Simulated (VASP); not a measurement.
A run of VASP 6.6.1:

Contents of INCAR:

```
SYSTEM = InBAs2
PREC = Accurate
ENCUT = 520
EDIFF = 1E-6
ISMEAR = -1
SIGMA = 0.02
LREAL = .False.
LASPH = .True.
NELM = 60
ALGO = Normal
ISIF = 2
LWAVE = .False.
LCHARG = .False.
GGA = PE
NBANDS = 21
```

Contents of KPOINTS:

```
regular mesh
0
Gamma
  6 6 4
  0 0 0
```

POSCAR

```
InBAs2
1.0
    3.7073785546      0.0000000000      0.0000000000
    0.0000000000      3.7073785546      0.0000000000
    0.0000000000      0.0000000000      5.7049574727
B As In
1 2 1
Direct
    0.0000000000      0.0000000000      0.0000000000
    0.0000000000      0.5000000000      0.1923229665
    0.5000000000      0.0000000000      0.8076770335
    0.5000000000      0.5000000000      0.5000000000
```

Potentials or basis: VASP PAW PBE potentials, release 64 (B, As, In_d).

Launch:

```console
$ cat potpaw_PBE.64/B/POTCAR potpaw_PBE.64/As/POTCAR potpaw_PBE.64/In_d/POTCAR > POTCAR
$ mpirun -np 1 vasp_std > vasp.out
```

Hardware: 1 thread of Intel(R) Xeon(R) Platinum 8259CL CPU @ 2.50GHz (Skylake/Cascade Lake), with other jobs on the host.

Q: Estimate the wall time of this run.

A: Run time: 56 s on 1 thread of Intel(R) Xeon(R) Platinum 8259CL CPU @ 2.50GHz (Skylake/Cascade Lake), on a shared host, peak memory 0.2 GiB. Counts: scf iterations 14, k points 30.
